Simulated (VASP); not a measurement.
# BaZrO3 (Pm-3m) in VASP: notebook, part 2 of 2

VASP 6.6.1.

### Step 3. Dielectric tensor, r2SCAN (strain +3.0%)

INCAR reads:

```
PREC = Accurate
ENCUT = 520
EDIFF = 1E-8
ISMEAR = 0
SIGMA = 0.01
LREAL = F
LASPH = T
NELM = 80
ALGO = Normal
ISIF = 2
LWAVE = F
LCHARG = F
METAGGA = R2SCAN
LMIXTAU = T
LCALCEPS = T
```

KPOINTS reads:

```
regular mesh
0
Gamma
  6 6 6
```

POSCAR reads:

```
BaZrO3
1.0
    4.3315155616      0.0000000000      0.0000000000
    0.0000000000      4.3315155616      0.0000000000
    0.0000000000      0.0000000000      4.3315155616
Ba Zr O
1 1 3
Direct
    0.0000000000      0.0000000000      0.0000000000
    0.5000000000      0.5000000000      0.5000000000
    0.5000000000      0.5000000000      0.0000000000
    0.5000000000      0.0000000000      0.5000000000
    0.0000000000      0.5000000000      0.5000000000
```

Potentials or basis: VASP PAW PBE potentials, release 64 (Ba_sv, Zr_sv, O).

Command:

```sh
$ cat potpaw_PBE.64/Ba_sv/POTCAR potpaw_PBE.64/Zr_sv/POTCAR potpaw_PBE.64/O/POTCAR > POTCAR
$ mpirun -np 1 vasp_std > vasp.out
```

OUTCAR:

```text
PREC = Accurate
   ENCUT = 520
   EDIFF = 1E-8
   ISMEAR = 0
   LREAL = F
   LASPH = T
   NELM = 80
   ISIF = 2
   METAGGA = R2SCAN

 ion  position               nearest neighbor table
   1  0.000  0.000  0.000-   3 3.06   4 3.06   5 3.06   4 3.06   5 3.06   3 3.06   5 3.06   5 3.06
                             3 3.06   4 3.06   4 3.06   3 3.06   2 3.75   2 3.75   2 3.75   2 3.75
   2  0.500  0.500  0.500-   3 2.17   4 2.17   5 2.17   3 2.17   4 2.17   5 2.17   1 3.75   1 3.75
                             1 3.75   1 3.75   1 3.75   1 3.75   1 3.75   1 3.75
   3  0.500  0.500  0.000-   2 2.17   2 2.17   1 3.06   1 3.06   1 3.06   1 3.06
   4  0.500  0.000  0.500-   2 2.17   2 2.17   1 3.06   1 3.06   1 3.06   1 3.06
   5  0.000  0.500  0.500-   2 2.17   2 2.17   1 3.06   1 3.06   1 3.06   1 3.06

  LATTYP: Found a simple cubic cell.
 ALAT       =     4.3315155616

  Lattice vectors:

 A1 = (   4.3315155616,   0.0000000000,   0.0000000000)
 A2 = (   0.0000000000,   4.3315155616,   0.0000000000)
 A3 = (   0.0000000000,   0.0000000000,   4.3315155616)

Analysis of symmetry for initial positions (statically):
=====================================================================
 Subroutine PRICEL returns:
 Original cell was already a primitive cell.

 Routine SETGRP: Setting up the symmetry group for a
 simple cubic supercell.

 Subroutine GETGRP returns: Found 48 space group operations
 (whereof 48 operations were pure point group operations)
 out of a pool of 48 trial point group operations.

The static configuration has the point symmetry O_h .

Analysis of symmetry for dynamics (positions and initial velocities):
=====================================================================
 Subroutine PRICEL returns:
 Original cell was already a primitive cell.

 Routine SETGRP: Setting up the symmetry group for a
 simple cubic supercell.

 Subroutine GETGRP returns: Found 48 space group operations
 (whereof 48 operations were pure point group operations)
 out of a pool of 48 trial point group operations.

The dynamic configuration has the point symmetry O_h .

 Subroutine INISYM returns: Found 48 space group operations
 (whereof 48 operations are pure point group operations),
 and found     1 'primitive' translations

----------------------------------------------------------------------------------------

                                     Primitive cell

  volume of cell :      81.2680

  direct lattice vectors                    reciprocal lattice vectors
     4.331515562  0.000000000  0.000000000     0.230866076  0.000000000  0.000000000
     0.000000000  4.331515562  0.000000000     0.000000000  0.230866076  0.000000000
     0.000000000  0.000000000  4.331515562     0.000000000  0.000000000  0.230866076

  length of vectors
     4.331515562  4.331515562  4.331515562     0.230866076  0.230866076  0.230866076

  position of ions in fractional coordinates (direct lattice)
     0.000000000  0.000000000  0.000000000
     0.500000000  0.500000000  0.500000000
     0.500000000  0.500000000  0.000000000
     0.500000000  0.000000000  0.500000000
[... 99 lines left out ...]
  Thomas-Fermi vector in A             =   2.424272
   LORBIT       =      0    0 simple, 1 ext, 2 COOP (PROOUT), +10 PAW based schemes
   METAGGA = R2SCAN    functional components
   LHFCALC =     F    Hartree Fock is set to
   AEXX    =    0.0000 exact exchange contribution
   IVDW    =     0    specifies the selected vdW correction
   LEPSILON=     F    determine dielectric tensor
   LRPA    =     F    only Hartree local field effects (RPA)
   LRPA       =     F
 non-spin polarized calculation
 Gauss-broadening in eV      SIGMA  =   0.01
  energy-cutoff  :      520.00
  volume of cell :       81.27
 maximum number of plane-waves:      2272
   NGX = 17   NGY = 17   NGZ = 17

 Total electronic dipole moment: p[elc]=(     0.00000    -0.00000     0.00000 ) |e| Angst

 Total electronic dipole moment: p[elc]=(    -0.00000     0.00000    -0.00000 ) |e| Angst

 number of electron      39.9999977 magnetization

 Free energy of the ion-electron system (eV)
  ---------------------------------------------------
  ext. energy  EPLUGINS =         0.00000000
  ---------------------------------------------------
  free energy    TOTEN  =       -84.87010678 eV

  energy without entropy =      -84.87010678  energy(sigma->0) =      -84.87010678

 E-fermi :   2.9754     XC(G=0): -10.8623

 val. band max:        2.8156192780   @ k =   0.5000   0.5000   0.5000
 cond. band min:   10000.0000000000   @ k =   0.0000   0.0000   0.0000
 fundamental gap:   9997.1843807220
 Fermi energy:         2.9753941566

 k-point     1 :       0.0000    0.0000    0.0000
  band No.  band energies     occupation
      1     -46.3459      2.00000
      2     -23.6666      2.00000
      3     -23.6666      2.00000
      4     -23.6666      2.00000
      5     -23.5097      2.00000
      6     -14.3489      2.00000
[... 637 lines left out ...]
     23   10000.0000      0.00000
     24   10000.0000      0.00000

 [... further k-points ...]

------------------------ aborting loop because EDIFF is reached ----------------------------------------

            Ionic dipole moment: p[ion]=(   -51.97819   -51.97819   -51.97819 ) |e| Angst

 Total electronic dipole moment: p[elc]=(     0.00000     0.00000     0.01566 ) |e| Angst

 MACROSCOPIC STATIC DIELECTRIC TENSOR (including local field effects)
 ------------------------------------------------------
           4.486544    -0.000000     0.000000
          -0.000000     4.486544     0.000000
           0.000000     0.000000     4.486544
 ------------------------------------------------------

 PIEZOELECTRIC TENSOR (including local field effects) (e Angst)
          XX          YY          ZZ          XY          YZ          ZX
  --------------------------------------------------------------------------------
  x     0.00000     0.00000     0.00000     0.00000     0.00000     0.00000
  y     0.00000     0.00000     0.00000     0.00000     0.00000     0.00000
  z     0.00000     0.00000     0.00000     0.00000     0.00000     0.00000

 PIEZOELECTRIC TENSOR (including local field effects) (C/m^2)
          XX          YY          ZZ          XY          YZ          ZX
  --------------------------------------------------------------------------------
  x     0.00000     0.00000     0.00000     0.00000     0.00000     0.00000
  y     0.00000     0.00000     0.00000     0.00000     0.00000     0.00000
  z     0.00000     0.00000     0.00000     0.00000     0.00000     0.00000

 BORN EFFECTIVE CHARGES (including local field effects) (in |e|, cummulative output)
 ---------------------------------------------------------------------------------
 ion    1
    1     2.64723    -0.00000     0.00000
    2     0.00000     2.64723     0.00000
    3     0.00000     0.00000     2.64723
 ion    2
    1     6.02546     0.00000     0.00000
    2    -0.00000     6.02546    -0.00000
    3    -0.00000    -0.00000     6.02546
 ion    3
    1    -1.94376    -0.00000     0.00000
    2    -0.00000    -1.94376    -0.00000
    3    -0.00000    -0.00000    -4.78517
 ion    4
    1    -1.94376    -0.00000     0.00000
    2    -0.00000    -4.78517     0.00000
    3    -0.00000     0.00000    -1.94376
 ion    5
    1    -4.78517    -0.00000    -0.00000
    2     0.00000    -1.94376     0.00000
    3     0.00000    -0.00000    -1.94376

  FORCE on cell =-STRESS in cart. coord.  units (eV):
  Direction    XX          YY          ZZ          XY          YZ          ZX
  --------------------------------------------------------------------------------------
  -------------------------------------------------------------------------------------
  Total       -5.7042863     -5.7042863     -5.7042863     -0.0000000     -0.0000000      0.0000000
  in kB     -112.4584927   -112.4584927   -112.4584927     -0.0000000     -0.0000000      0.0000000
  external PRESSURE =    -112.4584927 kB  Pullay stress =       0.0000000 kB

 VOLUME and BASIS-vectors are now :
 -----------------------------------------------------------------------------
  energy-cutoff  :      520.00
  volume of cell :       81.27
      direct lattice vectors                 reciprocal lattice vectors
     4.331515562  0.000000000  0.000000000     0.230866076  0.000000000  0.000000000
     0.000000000  4.331515562  0.000000000     0.000000000  0.230866076  0.000000000
     0.000000000  0.000000000  4.331515562     0.000000000  0.000000000  0.230866076

 POSITION                                       TOTAL-FORCE (eV/Angst)
 -----------------------------------------------------------------------------------
      0.00000      0.00000      0.00000         0.000000      0.000000      0.000000
      2.16576      2.16576      2.16576         0.000000      0.000000      0.000000
      2.16576      2.16576      0.00000         0.000000      0.000000      0.000000
      2.16576      0.00000      2.16576         0.000000      0.000000      0.000000
      0.00000      2.16576      2.16576         0.000000      0.000000      0.000000
 -----------------------------------------------------------------------------------
    total drift:                                0.000000     -0.000000     -0.000000

  FREE ENERGIE OF THE ION-ELECTRON SYSTEM (eV)
  ---------------------------------------------------
  free  energy   TOTEN  =       -84.8701067810 eV

  energy  without entropy=      -84.8701067810  energy(sigma->0) =      -84.87010678
```

OSZICAR:

```text
N       E                     dE             d eps       ncg     rms          rms(c)
DAV:   1     0.276116152179E+03    0.27612E+03   -0.22580E+04   960   0.166E+03
[... 13 lines left out ...]
DMP:  10    -0.848701063738E+02   -0.38282E-06   -0.25363E-06   960   0.280E-06   0.681E-06
DMP:  11    -0.848701065692E+02   -0.19542E-06   -0.13232E-06   960   0.153E-06   0.343E-06
DMP:  12    -0.848701066730E+02   -0.10377E-06   -0.72781E-07   960   0.841E-07   0.188E-06
DMP:  13    -0.848701067298E+02   -0.56823E-07   -0.38040E-07   960   0.415E-07   0.103E-06
DMP:  14    -0.848701067594E+02   -0.29608E-07   -0.18752E-07   960   0.201E-07   0.515E-07
DMP:  15    -0.848701067736E+02   -0.14236E-07   -0.95632E-08   960   0.109E-07   0.251E-07
DMP:  16    -0.848701067810E+02   -0.73874E-08   -0.51566E-08   960   0.598E-08   0.133E-07
   1 F= -.84870107E+02 E0= -.84870107E+02  d E =-.105763-114
```

Wall time 65 min (1 thread of Oxide Virtual Turin-like, shared host); peak memory 0.44 GiB.

What came out:

- Band gap on the k mesh: 3.44 eV (least direct gap 3.77 eV)
- Electronic dielectric tensor (diagonal): 4.49
- Born charges (mean of the diagonal): Ba +2.65; Zr +6.03; O -2.89 e

Levels at points of the mesh, in eV from the valence-band top:
| k point | band 16 | band 17 | band 18 | band 19 | band 20 | band 21 | band 22 | band 23 | band 24 |
| --- | --- | --- | --- | --- | --- | --- | --- | --- | --- |
| (0.00, 0.00, 0.00) | -0.88 | -0.88 | -0.33 | -0.33 | -0.33 | 3.44 | 3.44 | 3.44 | 5.01 |
| (0.50, 0.00, 0.00) | -1.59 | -1.59 | -1.45 | -0.58 | -0.58 | 3.79 | 5.55 | 5.55 | 6.59 |
| (0.50, 0.50, 0.00) | -2.10 | -1.03 | -0.94 | -0.94 | -0.06 | 5.54 | 5.54 | 6.35 | 6.51 |
| (0.50, 0.50, 0.50) | -2.47 | -2.47 | 0.00 | 0.00 | 0.00 | 6.23 | 6.23 | 6.23 | 6.67 |

Electronic dielectric tensor:
```
4.49 0.00 0.00
0.00 4.49 0.00
0.00 0.00 4.49
```

Born effective charge tensors (e):
atom 1, Ba
```
2.65 0.00 0.00
0.00 2.65 0.00
0.00 0.00 2.65
```
atom 2, Zr
```
6.03 0.00 0.00
0.00 6.03 0.00
0.00 0.00 6.03
```
atom 3, O
```
-1.94  0.00  0.00
 0.00 -1.94  0.00
 0.00  0.00 -4.79
```
atom 4, O
```
-1.94  0.00  0.00
 0.00 -4.79  0.00
 0.00  0.00 -1.94
```
atom 5, O
```
-4.79  0.00  0.00
 0.00 -1.94  0.00
 0.00  0.00 -1.94
```

Dipole moments of the cell (e·Å, modulo the quantum): ionic -51.978, -51.978, -51.978; electronic 0.000, 0.000, 0.016

Caveat: the cell differs from its parent crystal (strain +3.0%); the PAW data sets were made with another functional, which shifts forces and pressure a little; spin-orbit coupling is left out, which moves the levels of the heavy elements. A k mesh can miss the band edges.

The gap in the log of VASP goes by the Fermi energy; the results here count the filled bands.